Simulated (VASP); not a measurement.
# Pt (Fm-3m) in VASP: settings compared, part 2 of 2

VASP 6.6.1. The steps go on from the part before.

## 3. Single point, LDA

This run uses another cell than the first one, of 15.08 Å³/atom, 0.906 times its volume.

File INCAR:

```
SYSTEM = Pt
PREC = Accurate
ENCUT = 520
EDIFF = 1E-7
ISMEAR = -1
SIGMA = 0.05
LREAL = .False.
LASPH = .True.
NELM = 80
ALGO = Fast
ISIF = 2
LWAVE = .False.
LCHARG = .True.
LELF = .True.
LVHAR = .True.
NBANDS = 11
```

File KPOINTS:

```
Automatic mesh
0
Gamma
  7 7 7
  0 0 0
```

File POSCAR:

```
Pt
1.0
    0.0000000000      1.9609000000      1.9609000000
    1.9609000000      0.0000000000      1.9609000000
    1.9609000000      1.9609000000      0.0000000000
Pt
1
Direct
    0.0000000000      0.0000000000      0.0000000000
```

Potentials or basis: VASP PAW LDA potentials, release 64 (Pt).

Command:

```bash
cat potpaw_LDA.64/Pt/POTCAR > POTCAR
mpirun -np 1 vasp_std > vasp.out
```

OUTCAR:

```text
SYSTEM = Pt
   PREC = Accurate
   ENCUT = 520
   EDIFF = 1E-7
   ISMEAR = -1
   LREAL = .False.
   LASPH = .True.
   NELM = 80
   ISIF = 2

 ion  position               nearest neighbor table
   1  0.000  0.000  0.000-

  LATTYP: Found a face centered cubic cell.
 ALAT       =     3.9218000000

  Lattice vectors:

 A1 = (   0.0000000000,   1.9609000000,   1.9609000000)
 A2 = (   1.9609000000,   0.0000000000,   1.9609000000)
 A3 = (   1.9609000000,   1.9609000000,   0.0000000000)

Analysis of symmetry for initial positions (statically):
=====================================================================
 Subroutine PRICEL returns:
 Original cell was already a primitive cell.

 Routine SETGRP: Setting up the symmetry group for a
 face centered cubic supercell.

 Subroutine GETGRP returns: Found 48 space group operations
 (whereof 48 operations were pure point group operations)
 out of a pool of 48 trial point group operations.

The static configuration has the point symmetry O_h .

Analysis of symmetry for dynamics (positions and initial velocities):
=====================================================================
 Subroutine PRICEL returns:
 Original cell was already a primitive cell.

 Routine SETGRP: Setting up the symmetry group for a
 face centered cubic supercell.

 Subroutine GETGRP returns: Found 48 space group operations
 (whereof 48 operations were pure point group operations)
 out of a pool of 48 trial point group operations.

The dynamic configuration has the point symmetry O_h .

 Subroutine INISYM returns: Found 48 space group operations
 (whereof 48 operations are pure point group operations),
 and found     1 'primitive' translations

----------------------------------------------------------------------------------------

                                     Primitive cell

  volume of cell :      15.0798

  direct lattice vectors                    reciprocal lattice vectors
[... 105 lines left out ...]
   GGA     = CA    functional components
   LHFCALC =     F    Hartree Fock is set to
   AEXX    =    0.0000 exact exchange contribution
   IVDW    =     0    specifies the selected vdW correction
   LEPSILON=     F    determine dielectric tensor
   LRPA    =     F    only Hartree local field effects (RPA)
 non-spin polarized calculation
 RMM-DIIS sequential band-by-band and
  energy-cutoff  :      520.00
  volume of cell :       15.08
 maximum number of plane-waves:       418
 NGX is ok and might be reduce to    24
   NGX = 11   NGY = 11   NGZ = 11

 number of electron      10.0000000 magnetization

 Free energy of the ion-electron system (eV)
  ---------------------------------------------------
  ext. energy  EPLUGINS =         0.00000000
  ---------------------------------------------------
  free energy    TOTEN  =        -7.47185800 eV

  energy without entropy =       -7.45111274  energy(sigma->0) =       -7.46148537

 E-fermi :  11.2638     XC(G=0): -13.6823

 val. band max:       11.1871367036   @ k =   0.4286   0.1429   0.0000
 cond. band min:      11.2816759682   @ k =   0.4286   0.2857   0.0000
 fundamental gap:      0.0945392646
 Fermi energy:        11.2637898357

 k-point     1 :       0.0000    0.0000    0.0000
  band No.  band energies     occupation
      1       0.8908      2.00000
      2       7.3504      2.00000
      3       7.3504      2.00000
      4       7.3504      2.00000
      5       9.5547      2.00000
      6       9.5547      2.00000
      7      25.7506      0.00000
      8      30.6822      0.00000
      9      30.6822      0.00000
     10      30.6822      0.00000
     11      36.1256      0.00000
[... 253 lines left out ...]
 k-point    20 :      -0.2857    0.4286    0.1429
  band No.  band energies     occupation
      1       5.4516      2.00000
      2       6.0688      2.00000
      3       7.1692      2.00000
      4       9.3161      2.00000
      5      11.3003      0.65028
      6      16.9535      0.00000
      7      19.1063      0.00000
      8      20.6346      0.00000
      9      24.5174      0.00000
     10      33.3009      0.00000
     11      36.4138      0.00000

------------------------ aborting loop because EDIFF is reached ----------------------------------------

  FORCE on cell =-STRESS in cart. coord.  units (eV):
  Direction    XX          YY          ZZ          XY          YZ          ZX
  --------------------------------------------------------------------------------------
  -------------------------------------------------------------------------------------
  Total       -0.3608984     -0.3608984     -0.3608984     -0.0000000      0.0000000     -0.0000000
  in kB      -38.3441532    -38.3441532    -38.3441532     -0.0000000      0.0000000     -0.0000000
  external PRESSURE =     -38.3441532 kB  Pullay stress =       0.0000000 kB

 VOLUME and BASIS-vectors are now :
 -----------------------------------------------------------------------------
  energy-cutoff  :      520.00
  volume of cell :       15.08
      direct lattice vectors                 reciprocal lattice vectors
     0.000000000  1.960900000  1.960900000    -0.254984956  0.254984956  0.254984956
     1.960900000  0.000000000  1.960900000     0.254984956 -0.254984956  0.254984956
     1.960900000  1.960900000  0.000000000     0.254984956  0.254984956 -0.254984956

 POSITION                                       TOTAL-FORCE (eV/Angst)
 -----------------------------------------------------------------------------------
      0.00000      0.00000      0.00000         0.000000      0.000000      0.000000
 -----------------------------------------------------------------------------------
    total drift:                               -0.000000      0.000000      0.000000

  FREE ENERGIE OF THE ION-ELECTRON SYSTEM (eV)
  ---------------------------------------------------
  free  energy   TOTEN  =        -7.4718580039 eV

  energy  without entropy=       -7.4511127413  energy(sigma->0) =       -7.46148537
```

Run time: 4.2 s. Hardware: 1 thread of Intel Xeon 8259CL, shared host; peak memory 0.13 GiB.

What came out:

```yaml
Free_energy: -7.4719 eV
Pressure: -3.8 GPa
Band_gap_on_the_k_mesh: zero (band 5 reaches 11.44 eV, above the bottom of band 6 at 9.44 eV)
```

Caveat: the k points lie up to 0.40 Å⁻¹ apart; spin-orbit coupling is left out, which moves the levels of the heavy elements.

## 4. Single point, PBE

This run uses another cell than the first one, of 15.08 Å³/atom, 0.906 times its volume.

File INCAR:

```
SYSTEM = Pt
PREC = Accurate ; ENCUT = 520
EDIFF = 1E-6 ; ISMEAR = -1
SIGMA = 0.05 ; LREAL = .False.
LASPH = .True. ; NELM = 100
ALGO = Normal ; ISIF = 2
LWAVE = .False. ; LCHARG = .True.
GGA = PE ; LELF = .True.
LVHAR = .True. ; NBANDS = 11
```

KPOINTS is that of step 3.

POSCAR is that of step 3.

Potentials or basis: VASP PAW PBE potentials, release 64 (Pt).

Command:

```bash
cat potpaw_PBE.64/Pt/POTCAR > POTCAR
mpirun -np 1 vasp_std > vasp.out
```

Run time: 4.4 s. Hardware: 1 thread of Intel Xeon 8259CL, shared host; peak memory 0.14 GiB.

It converged, with:

```yaml
Free_energy: -6.0557 eV
Pressure: 11.2 GPa
Band_gap_on_the_k_mesh: zero (band 5 reaches 11.58 eV, above the bottom of band 6 at 9.56 eV)
```

Levels at points of the mesh, in eV from the Fermi level:
```csv
k point,band 1,band 2,band 3,band 4,band 5,band 6,band 7,band 8,band 9,band 10
"(0.00, 0.00, 0.00)",-10.34,-3.88,-3.88,-3.88,-1.72,-1.72,14.50,19.48,19.48,19.48
```

Caveat: the k points lie up to 0.40 Å⁻¹ apart; spin-orbit coupling is left out, which moves the levels of the heavy elements.

## 5. Single point, PBEsol

This run uses another cell than the first one, of 15.08 Å³/atom, 0.906 times its volume.

File INCAR:

```
SYSTEM = Pt
PREC     = Accurate       ! precision mode
ENCUT    = 520            ! plane-wave cutoff, eV
EDIFF    = 1E-6           ! SCF threshold, eV
ISMEAR   = -1             ! smearing method
SIGMA    = 0.05           ! smearing width, eV
LREAL    = .False.        ! projectors in reciprocal space
LASPH    = .True.         ! aspherical terms in the spheres
NELM     = 80             ! most SCF steps
ALGO     = Normal         ! electronic algorithm
ISIF     = 2              ! what is computed and relaxed
LWAVE    = .False.        ! write WAVECAR
LCHARG   = .True.         ! write CHGCAR
GGA      = PS             ! functional
LELF     = .True.         ! ELF
LVHAR    = .True.       
NBANDS   = 11             ! bands
```

KPOINTS is that of step 4.

POSCAR is that of step 4.

Command:

```bash
cat potpaw_PBE.64/Pt/POTCAR > POTCAR
mpirun -np 1 vasp_std > vasp.out
```

Run time: 4.2 s. Hardware: 1 thread of Intel Xeon 8259CL, shared host; peak memory 0.14 GiB.

It converged, with:

```
Free energy            : -6.9336 eV
Pressure               : 0.5 GPa
Band gap on the k mesh : zero (band 5 reaches 11.41 eV, above the bottom of band 6 at 9.40 eV)
```

Levels at points of the mesh, in eV from the Fermi level:
```
           k point  band 1  band 2  band 3  band 4  band 5  band 6  band 7  band 8  band 9  band 10
(0.00, 0.00, 0.00)  -10.43   -3.90   -3.90   -3.90   -1.71   -1.71   14.48   19.45   19.45    19.45
```

Caveat: the k points lie up to 0.40 Å⁻¹ apart; the PAW data sets were made with another functional, which shifts forces and pressure a little; spin-orbit coupling is left out, which moves the levels of the heavy elements.

## 6. Overview

```csv
level,potentials or basis,cell,k mesh,cutoff (eV),second run,gap on the mesh (eV),pressure (GPa)
BLYP,"VASP PAW PBE potentials, release 64 (Pt_sv_GW)","a = 2.866 Å, angles 60.0°, 1 atom",12 × 12 × 12,500,valence_matched,none,-1.8
LDA,"VASP PAW LDA potentials, release 64 (Pt)","a = 2.773 Å, angles 60.0°, 1 atom",7 × 7 × 7,520,-,none,-3.8
PBE,"VASP PAW PBE potentials, release 64 (Pt)","a = 2.773 Å, angles 60.0°, 1 atom",7 × 7 × 7,520,-,none,11.2
PBEsol,"VASP PAW PBE potentials, release 64 (Pt)","a = 2.773 Å, angles 60.0°, 1 atom",7 × 7 × 7,520,-,none,0.5
```

Alike in all rows: task single point; no spin polarisation; smearing fermi-dirac 0.05 eV.

Caveats: some runs use coarse meshes; spin-orbit coupling is left out, which moves the levels of the heavy elements; the PAW data sets were made with another functional, which shifts forces and pressure a little (some runs).

Absolute energies hang on the potentials; compare differences alone.
